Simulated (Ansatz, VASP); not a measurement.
## SiC: VASP beside Ansatz

INCAR

```
PREC = Accurate
ENCUT = 520
EDIFF = 1E-6
ISMEAR = -1
SIGMA = 0.08
LREAL = False
LASPH = True
NELM = 60
ALGO = Normal
ISIF = 2
LWAVE = False
LCHARG = True
GGA = PE
LELF = True
LVHAR = True
NBANDS = 16
```

KPOINTS

```
Automatic mesh
0
Gamma
  15 15 8
```

File POSCAR:

```
SiC
1.0
    3.1067581885      0.0000000000      0.0000000000
   -1.5533790942      2.6905315147      0.0000000000
    0.0000000000      0.0000000000      5.0480000000
Si C
2 2
Direct
    0.3333333333      0.6666666667      0.0000000000
    0.6666666667      0.3333333333      0.5000000000
    0.3333333333      0.6666666667      0.3850000000
    0.6666666667      0.3333333333      0.8850000000
```

Input for Ansatz:

```yaml
crystal:
  lattice:
    - [3.1067581885, 0.0, 0.0]
    - [-1.5533790942, 2.6905315147, 0.0]
    - [0.0, 0.0, 5.048]
  atoms:
    - { symbol: Si, position: [0.3333333333, 0.6666666667, 0.0] }
    - { symbol: Si, position: [0.6666666667, 0.3333333333, 0.5] }
    - { symbol: C, position: [0.3333333333, 0.6666666667, 0.385] }
    - { symbol: C, position: [0.6666666667, 0.3333333333, 0.885] }
kpoints:
  mp_grid: { grid: [15, 15, 8] }
  band_path:
    path:
      - [0.0, 0.0, 0.0]
      - [0.5, 0.0, 0.0]
      - [0.3333333333, 0.3333333333, 0.0]
      - [0.0, 0.0, 0.0]
      - [0.0, 0.0, 0.5]
      - [0.5, 0.0, 0.5]
      - [0.3333333333, 0.3333333333, 0.5]
      - [0.0, 0.0, 0.5]
      - [0.5, 0.0, 0.5]
    npoints: 5
scf:
  occupations: { method: fermi_dirac, width: 0.08 }
hamiltonian:
  xc: pbe
  pseudopotentials: { kind: all_electron, lapw: { basis_error: 0.001 } }
output:
  forces: true
  stress: true
  eigenvalues: true
```

Change from the starting cell: equal xx and yy strain of +1 %.

Alike in both runs: task single point; functional PBE; k mesh 15 × 15 × 8; occupations fermi-dirac, width 0.08 eV; no spin polarisation.

|  | VASP | Ansatz |
| --- | --- | --- |
| version | VASP 6.6.1 | Ansatz 0.2.0 |
| potentials or method | VASP PAW PBE potentials, release 64 (Si, C), cutoff 520 eV | all-electron LAPW, scalar-relativistic |

Ansatz gave:

```
pressure (GPa)                                                : -0.8
traceless stress, the component that is largest in VASP (GPa) : 0.57
rms of the force components (eV/Å)                            : 0.378
```

**Question.** Estimate VASP's values.

**Answer.** Pressure (GPa): -0.9; traceless stress, the component that is largest in VASP (GPa): 0.58; rms of the force components (eV/Å): 0.378.

Atom by atom the forces differ by 0.000 eV/Å (rms over components). Ansatz ran all-electron here, and VASP with PAW potentials.
